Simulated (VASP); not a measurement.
# PbW (Fm-3m) in VASP: further runs

The runs below take PbW through single point, relaxation of cell and atoms, with PBE.

Program: VASP 6.6.1. These are calculated values, not measurements. Logs are shortened: lines on timing, memory, paths and dates and some standing lists are left out, and cuts for length are marked.

## Step 1: The cell of the first run

The structure is cubic, space group Fm-3m (No. 225). Conventional cell: a = 5.669 Å, b = 5.669 Å, c = 5.669 Å, α = 90.00°, β = 90.00°, γ = 90.00°. Within 3.7 Å of Pb (site symmetry m-3m) lie 6 W at 2.83 Å. Within 3.7 Å of W (site symmetry m-3m) lie 6 Pb at 2.83 Å.

## Step 2: Single point, PBE

Contents of INCAR:

```
PREC = Accurate ; ENCUT = 520
EDIFF = 1E-7 ; ISMEAR = 0
SIGMA = 0.1 ; LREAL = F
LASPH = T ; NELM = 60
ALGO = Normal ; ISIF = 2
LWAVE = F ; LCHARG = F
GGA = PE ; NBANDS = 21
```

Contents of KPOINTS:

```
regular mesh
0
Gamma
  6 6 6
```

Contents of POSCAR:

```
PbW
1.0
    0.0000000000      2.8344811033      2.8344811033
    2.8344811033      0.0000000000      2.8344811033
    2.8344811033      2.8344811033      0.0000000000
Pb W
1 1
Direct
    0.0000000000      0.0000000000      0.0000000000
    0.5000000000      0.5000000000      0.5000000000
```

Potentials or basis: VASP PAW PBE potentials, release 64 (Pb_d, W_sv).

On the command line:

```console
> cat potpaw_PBE.64/Pb_d/POTCAR potpaw_PBE.64/W_sv/POTCAR > POTCAR
> mpirun -np 1 vasp_std > vasp.out
```

OUTCAR:

```text
PREC = Accurate
   ENCUT = 520
   EDIFF = 1E-7
   ISMEAR = 0
   LREAL = F
   LASPH = T
   NELM = 60
   ISIF = 2
   GGA = PE

 ion  position               nearest neighbor table
   1  0.000  0.000  0.000-   2 2.83   2 2.83   2 2.83   2 2.83   2 2.83   2 2.83
   2  0.500  0.500  0.500-   1 2.83   1 2.83   1 2.83   1 2.83   1 2.83   1 2.83

  LATTYP: Found a face centered cubic cell.
 ALAT       =     5.6689622066

  Lattice vectors:

 A1 = (   0.0000000000,   2.8344811033,   2.8344811033)
 A2 = (   2.8344811033,   0.0000000000,   2.8344811033)
 A3 = (   2.8344811033,   2.8344811033,   0.0000000000)

Analysis of symmetry for initial positions (statically):
=====================================================================
 Subroutine PRICEL returns:
 Original cell was already a primitive cell.

 Routine SETGRP: Setting up the symmetry group for a
 face centered cubic supercell.

 Subroutine GETGRP returns: Found 48 space group operations
 (whereof 48 operations were pure point group operations)
 out of a pool of 48 trial point group operations.

The static configuration has the point symmetry O_h .

Analysis of symmetry for dynamics (positions and initial velocities):
=====================================================================
 Subroutine PRICEL returns:
 Original cell was already a primitive cell.

 Routine SETGRP: Setting up the symmetry group for a
 face centered cubic supercell.

 Subroutine GETGRP returns: Found 48 space group operations
 (whereof 48 operations were pure point group operations)
 out of a pool of 48 trial point group operations.

The dynamic configuration has the point symmetry O_h .

 Subroutine INISYM returns: Found 48 space group operations
 (whereof 48 operations are pure point group operations),
 and found     1 'primitive' translations

----------------------------------------------------------------------------------------

                                     Primitive cell

  volume of cell :      45.5460

  direct lattice vectors                    reciprocal lattice vectors
     0.000000000  2.834481103  2.834481103    -0.176399130  0.176399130  0.176399130
     2.834481103  0.000000000  2.834481103     0.176399130 -0.176399130  0.176399130
     2.834481103  2.834481103  0.000000000     0.176399130  0.176399130 -0.176399130

  length of vectors
     4.008561619  4.008561619  4.008561619     0.305532255  0.305532255  0.305532255

  position of ions in fractional coordinates (direct lattice)
     0.000000000  0.000000000  0.000000000
     0.500000000  0.500000000  0.500000000

  ion indices of the primitive-cell ions
   primitive index   ion index
                 1           1
                 2           2

----------------------------------------------------------------------------------------

 KPOINTS: regular mesh

Automatic generation of k-mesh.
 Grid dimensions read from file:
 generate k-points for:    6    6    6

 Generating k-lattice:

  Cartesian coordinates                     Fractional coordinates (reciprocal lattice)
    -0.029399855  0.029399855  0.029399855     0.166666667  0.000000000  0.000000000
     0.029399855 -0.029399855  0.029399855     0.000000000  0.166666667  0.000000000
     0.029399855  0.029399855 -0.029399855     0.000000000  0.000000000  0.166666667

  Length of vectors
     0.050922043  0.050922043  0.050922043

  Shift w.r.t. Gamma in fractional coordinates (k-lattice)
     0.000000000  0.000000000  0.000000000

 Subroutine IBZKPT returns following result:
 ===========================================

 Found     16 irreducible k-points:

 Following reciprocal coordinates:
            Coordinates               Weight
  0.000000  0.000000  0.000000      1.000000
  0.166667  0.000000  0.000000      8.000000
  0.333333  0.000000  0.000000      8.000000
  0.500000  0.000000  0.000000      4.000000
  0.166667  0.166667  0.000000      6.000000
  0.333333  0.166667  0.000000     24.000000
[... 8 lines left out ...]
 -0.333333  0.333333  0.166667     24.000000
 -0.333333  0.500000  0.166667     12.000000
   k-points           NKPTS =     16   k-points in BZ     NKDIM =     16   number of bands    NBANDS=     21
   number of dos      NEDOS =    301   number of ions     NIONS =      2
   total plane-waves  NPLWV =  27000
   dimension x,y,z NGX =    30 NGY =   30 NGZ =   30
   dimension x,y,z NGXF=    60 NGYF=   60 NGZF=   60
   ions per type =               1   1
   NGX,Y,Z   is equivalent  to a cutoff of  12.44, 12.44, 12.44 a.u.
   NGXF,Y,Z  is equivalent  to a cutoff of  24.88, 24.88, 24.88 a.u.
 SYSTEM =  unknown system
   PREC   = accura    normal or accurate (medium, high low for compatibility)
   ISTART =      0    job   : 0-new  1-cont  2-samecut
   ICHARG =      2    charge: 1-file 2-atom 10-const
   ISPIN  =      1    spin polarized calculation?
   LNONCOLLINEAR =      F non collinear calculations
   LSORBIT =      F    spin-orbit coupling
   LASPH  =      T    aspherical Exc in radial PAW
   ENCUT  =  520.0 eV  38.22 Ry    6.18 a.u.   7.45  7.45  7.45*2*pi/ulx,y,z
   NELM   =     60;   NELMIN=  2; NELMDL= -5     # of ELM steps
   EDIFF  = 0.1E-06   stopping-criterion for ELM
   LREAL  =      F    real-space projection
   EDIFFG = 0.1E-05   stopping-criterion for IOM
   NSW    =      0    number of steps for IOM
   IBRION =     -1    ionic relax: 0-MD 1-quasi-New 2-CG
   NFREE  =      0    steps in history (QN), initial steepest desc. (CG)
   ISIF   =      2    stress and relaxation
   ISYM   =      2    0-nonsym 1-usesym 2-fastsym
   POTIM  = 0.5000    time-step for ionic-motion
   TEBEG  =    0.0;   TEEND  =   0.0 temperature during run
   PSTRESS=    0.0 pullay stress
   NELECT =      28.0000    total number of electrons
   NUPDOWN=      -1.0000    fix difference up-down
   EMIN   =  10.00;   EMAX   =-10.00  energy-range for DOS
   EFERMI =   0.00;   METHOD = LEGACY
   ISMEAR =     0;   SIGMA  =   0.10  broadening in eV -4-tet -1-fermi 0-gaus
   EFERMI_NEDOS =   21; number of points for ismear=-14 and -15
   IALGO  =     38    algorithm
   IMIX   =      4    mixing-type and parameters
     AMIX     =   0.40;   BMIX     =  1.00
     AMIX_MAG =   1.60;   BMIX_MAG =  1.00
  volume/ion in A,a.u.               =      22.77       153.68
  Fermi-wavevector in a.u.,A,eV,Ry     =   1.392015  2.630527 26.364091  1.937706
  Thomas-Fermi vector in A             =   2.515799
   LORBIT       =      0    0 simple, 1 ext, 2 COOP (PROOUT), +10 PAW based schemes
   GGA     = PE    functional components
   LHFCALC =     F    Hartree Fock is set to
   AEXX    =    0.0000 exact exchange contribution
   IVDW    =     0    specifies the selected vdW correction
   LEPSILON=     F    determine dielectric tensor
   LRPA    =     F    only Hartree local field effects (RPA)
 non-spin polarized calculation
 Gauss-broadening in eV      SIGMA  =   0.10
  energy-cutoff  :      520.00
  volume of cell :       45.55
 maximum number of plane-waves:      1243
 NGX is ok and might be reduce to    30
   NGX = 15   NGY = 15   NGZ = 15

 number of electron      28.0000003 magnetization

 Free energy of the ion-electron system (eV)
  ---------------------------------------------------
  ext. energy  EPLUGINS =         0.00000000
  ---------------------------------------------------
  free energy    TOTEN  =       -12.64418078 eV

  energy without entropy =      -12.62785860  energy(sigma->0) =      -12.63601969

 E-fermi :   8.6842     XC(G=0): -11.5509

 val. band max:        8.6563171345   @ k =   0.5000   0.5000   0.0000
 cond. band min:       8.6899849188   @ k =   0.1667   0.1667   0.0000
 fundamental gap:      0.0336677844
 Fermi energy:         8.6841556519

 k-point     1 :       0.0000    0.0000    0.0000
  band No.  band energies     occupation
      1     -65.6780      2.00000
      2     -29.8815      2.00000
      3     -29.8815      2.00000
      4     -29.8815      2.00000
      5      -8.2388      2.00000
      6      -8.2388      2.00000
[... 13 lines left out ...]
     20      15.5986      0.00000
     21      19.8099      0.00000

 k-point     2 :       0.1667    0.0000    0.0000
  band No.  band energies     occupation
      1     -65.6779      2.00000
      2     -29.8895      2.00000
      3     -29.8835      2.00000
      4     -29.8835      2.00000
      5      -8.2107      2.00000
      6      -8.2107      2.00000
[... 13 lines left out ...]
     20      16.7788      0.00000
     21      18.4963      0.00000

 k-point     3 :       0.3333    0.0000    0.0000
  band No.  band energies     occupation
      1     -65.6775      2.00000
      2     -29.9055      2.00000
      3     -29.8876      2.00000
      4     -29.8876      2.00000
      5      -8.1578      2.00000
      6      -8.1578      2.00000
[... 13 lines left out ...]
     20      17.2900      0.00000
     21      17.2900      0.00000

 k-point     4 :       0.5000    0.0000    0.0000
  band No.  band energies     occupation
      1     -65.6774      2.00000
      2     -29.9134      2.00000
      3     -29.8897      2.00000
      4     -29.8897      2.00000
      5      -8.1332      2.00000
      6      -8.1332      2.00000
[... 13 lines left out ...]
     20      16.7653      0.00000
     21      16.7653      0.00000

 k-point     5 :       0.1667    0.1667    0.0000
  band No.  band energies     occupation
      1     -65.6779      2.00000
      2     -29.8910      2.00000
      3     -29.8843      2.00000
      4     -29.8843      2.00000
      5      -8.2243      2.00000
      6      -8.1947      2.00000
[... 13 lines left out ...]
     20      16.4463      0.00000
     21      18.4783      0.00000

 k-point     6 :       0.3333    0.1667    0.0000
  band No.  band energies     occupation
      1     -65.6776      2.00000
      2     -29.9015      2.00000
      3     -29.8885      2.00000
      4     -29.8877      2.00000
      5      -8.1901      2.00000
      6      -8.1694      2.00000
[... 13 lines left out ...]
     20      17.0444      0.00000
     21      19.1145      0.00000

 k-point     7 :       0.5000    0.1667    0.0000
  band No.  band energies     occupation
      1     -65.6774      2.00000
      2     -29.9097      2.00000
      3     -29.8927      2.00000
      4     -29.8904      2.00000
      5      -8.1622      2.00000
      6      -8.1422      2.00000
[... 13 lines left out ...]
     20      18.0086      0.00000
     21      18.9691      0.00000

 k-point     8 :      -0.3333    0.1667    0.0000
  band No.  band energies     occupation
      1     -65.6774      2.00000
      2     -29.9078      2.00000
      3     -29.8923      2.00000
      4     -29.8896      2.00000
      5      -8.1799      2.00000
      6      -8.1254      2.00000
[... 13 lines left out ...]
     20      17.9771      0.00000
     21      18.2911      0.00000

 k-point     9 :      -0.1667    0.1667    0.0000
  band No.  band energies     occupation
      1     -65.6777      2.00000
      2     -29.8981      2.00000
      3     -29.8874      2.00000
      4     -29.8862      2.00000
      5      -8.2038      2.00000
      6      -8.1596      2.00000
[... 13 lines left out ...]
     20      16.8171      0.00000
     21      17.4585      0.00000

 k-point    10 :       0.3333    0.3333    0.0000
  band No.  band energies     occupation
      1     -65.6775      2.00000
      2     -29.9042      2.00000
      3     -29.8899      2.00000
      4     -29.8899      2.00000
      5      -8.2050      2.00000
      6      -8.1952      2.00000
[... 13 lines left out ...]
     20      17.8993      0.00000
     21      20.8623      0.00000

 k-point    11 :       0.5000    0.3333    0.0000
  band No.  band energies     occupation
      1     -65.6773      2.00000
      2     -29.9061      2.00000
      3     -29.8951      2.00000
      4     -29.8919      2.00000
      5      -8.2242      2.00000
      6      -8.1666      2.00000
[... 13 lines left out ...]
     20      18.3174      0.00000
     21      20.7774      0.00000

 k-point    12 :      -0.3333    0.3333    0.0000
  band No.  band energies     occupation
      1     -65.6773      2.00000
      2     -29.9036      2.00000
      3     -29.9006      2.00000
      4     -29.8917      2.00000
      5      -8.2117      2.00000
      6      -8.1296      2.00000
[... 13 lines left out ...]
     20      19.2951      0.00000
     21      19.5941      0.00000

 k-point    13 :       0.5000    0.5000    0.0000
  band No.  band energies     occupation
      1     -65.6773      2.00000
      2     -29.9079      2.00000
      3     -29.8926      2.00000
      4     -29.8926      2.00000
      5      -8.2565      2.00000
      6      -8.1807      2.00000
[... 13 lines left out ...]
     20      18.4644      0.00000
     21      21.0149      0.00000

 k-point    14 :       0.5000    0.3333    0.1667
  band No.  band energies     occupation
      1     -65.6774      2.00000
      2     -29.9053      2.00000
      3     -29.8935      2.00000
      4     -29.8911      2.00000
      5      -8.2014      2.00000
      6      -8.1462      2.00000
[... 13 lines left out ...]
     20      17.8655      0.00000
     21      18.0535      0.00000

 k-point    15 :      -0.3333    0.3333    0.1667
  band No.  band energies     occupation
      1     -65.6773      2.00000
      2     -29.9053      2.00000
      3     -29.8976      2.00000
      4     -29.8930      2.00000
      5      -8.2105      2.00000
      6      -8.1311      2.00000
[... 13 lines left out ...]
     20      17.8645      0.00000
     21      19.6724      0.00000

 k-point    16 :      -0.3333    0.5000    0.1667
  band No.  band energies     occupation
      1     -65.6773      2.00000
      2     -29.9041      2.00000
      3     -29.8965      2.00000
      4     -29.8954      2.00000
      5      -8.2398      2.00000
      6      -8.1461      2.00000
[... 13 lines left out ...]
     20      18.6006      0.00000
     21      20.0065      0.00000

------------------------ aborting loop because EDIFF is reached ----------------------------------------

  FORCE on cell =-STRESS in cart. coord.  units (eV):
  Direction    XX          YY          ZZ          XY          YZ          ZX
  --------------------------------------------------------------------------------------
  -------------------------------------------------------------------------------------
  Total        0.0316168      0.0316168      0.0316168      0.0000000      0.0000000     -0.0000000
  in kB        1.1121872      1.1121872      1.1121872      0.0000000      0.0000000     -0.0000000
  external PRESSURE =       1.1121872 kB  Pullay stress =       0.0000000 kB

 VOLUME and BASIS-vectors are now :
 -----------------------------------------------------------------------------
  energy-cutoff  :      520.00
  volume of cell :       45.55
      direct lattice vectors                 reciprocal lattice vectors
     0.000000000  2.834481103  2.834481103    -0.176399130  0.176399130  0.176399130
     2.834481103  0.000000000  2.834481103     0.176399130 -0.176399130  0.176399130
     2.834481103  2.834481103  0.000000000     0.176399130  0.176399130 -0.176399130

 POSITION                                       TOTAL-FORCE (eV/Angst)
 -----------------------------------------------------------------------------------
      0.00000      0.00000      0.00000        -0.000000     -0.000000     -0.000000
      2.83448      2.83448      2.83448         0.000000      0.000000      0.000000
 -----------------------------------------------------------------------------------
    total drift:                                0.000000      0.000000      0.000000

  FREE ENERGIE OF THE ION-ELECTRON SYSTEM (eV)
  ---------------------------------------------------
  free  energy   TOTEN  =       -12.6441807803 eV

  energy  without entropy=      -12.6278585987  energy(sigma->0) =      -12.63601969
```

Run time: 26 s. Hardware: 1 thread of Intel Xeon Platinum 8259CL at 2.50GHz (Skylake/Cascade Lake), shared host; peak memory 0.17 GiB.

What came out:

```
Free energy            : -12.6442 eV
Pressure               : 0.1 GPa
Band gap on the k mesh : zero (bands 14 and 15 overlap by 1.05 eV)
```

Caveat: spin-orbit coupling is left out, which moves the levels of the heavy elements.

[end of part 1 of 3]

The gap in the log of VASP goes by the Fermi energy; the results here count the filled bands.